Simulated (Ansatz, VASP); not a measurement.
Co: VASP beside Ansatz

```
Co
1.0
     2.50740    0.00000    0.00000
     0.00000    4.34294    0.00000
     1.25370    2.17147    4.06990
Co
4
Direct
  0.87500 0.20833 0.25000
  0.37500 0.70833 0.25000
  0.12500 0.79167 0.75000
  0.62500 0.29167 0.75000
```

Alike in both runs: task single point; functional PBE; k mesh 12 × 12 × 12; occupations fermi-dirac, width 0.08 eV; collinear spin.

|  | VASP | Ansatz |
| --- | --- | --- |
| version | VASP 6.6.1 | Ansatz 0.2.0 |
| potentials or method | VASP PAW PBE potentials, release 64 (Co), cutoff 520 eV | all-electron LAPW, scalar-relativistic |

Ansatz gave:

| Item | Value |
| --- | --- |
| pressure (GPa) | -3.9 |
| traceless stress, the component that is largest in VASP (GPa) | -0.58 |
| net moment per atom (μB) | 1.64 |
| size of the moment on the site where the two differ most (μB) | 1.69 |

**Question.** Which values does VASP return?

**Answer.** Pressure (GPa): -4.5; traceless stress, the component that is largest in VASP (GPa): -0.68; net moment per atom (μB): 1.63; size of the moment on the site where the two differ most (μB): 1.65.

Site moments also hang on the region over which each program counts them. Ansatz ran all-electron here, and VASP with PAW potentials. Ansatz's warnings: stability check not made.
